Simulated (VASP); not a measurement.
Set up this calculation in VASP 6.6.1, as the native input.

| Item | Value |
| --- | --- |
| Task | single point |
| Functional | PBE |
| Potentials or basis | VASP PAW PBE potentials, release 64 (Ni, Sb) |
| Cutoff | 520 eV |
| k mesh | 12 × 12 × 8 |
| Occupations | gaussian, width 0.1 eV |
| Spin | no spin polarisation |
| Dipole correction | no |
| Further INCAR settings | ALGO = Normal; EDIFF = 1e-06; NBANDS = 23 |

The structure of NiSb lies in POSCAR:

```
NiSb
1.0
    4.0011436518      0.0000000000      0.0000000000
   -2.0005718259      3.4650920466      0.0000000000
    0.0000000000      0.0000000000      5.1895275274
Ni Sb
2 2
Direct
    0.0000000000      0.0000000000      0.0000000000
    0.0000000000      0.0000000000      0.5000000000
    0.3333333333      0.6666666667      0.2500000000
    0.6666666667      0.3333333333      0.7500000000
```

One way to write it, as run:

INCAR

```
PREC = Accurate
ENCUT = 520
EDIFF = 1E-6
ISMEAR = 0
SIGMA = 0.1
LREAL = False
LASPH = True
NELM = 80
ALGO = Normal
ISIF = 2
LWAVE = False
LCHARG = False
GGA = PE
NBANDS = 23
```

KPOINTS

```
regular mesh
0
Gamma
  12 12 8
```

Potentials or basis: VASP PAW PBE potentials, release 64 (Ni, Sb).

The run is started by

```bash
$ cat potpaw_PBE.64/Ni/POTCAR potpaw_PBE.64/Sb/POTCAR > POTCAR
$ mpirun -np 1 vasp_std > vasp.out
```

It gave:

| Property | Result |
| --- | --- |
| Pressure | -2.2 GPa |
| Band gap on the k mesh | zero (bands 15 and 16 overlap by 3.14 eV) |

Caveat: spin-orbit coupling is left out, which moves the levels of the heavy elements.

It took 2.3 min on 1 thread of Intel(R) Xeon(R) Platinum 8259CL CPU @ 2.50GHz (Skylake/Cascade Lake), on a shared host, peak memory 0.28 GiB.
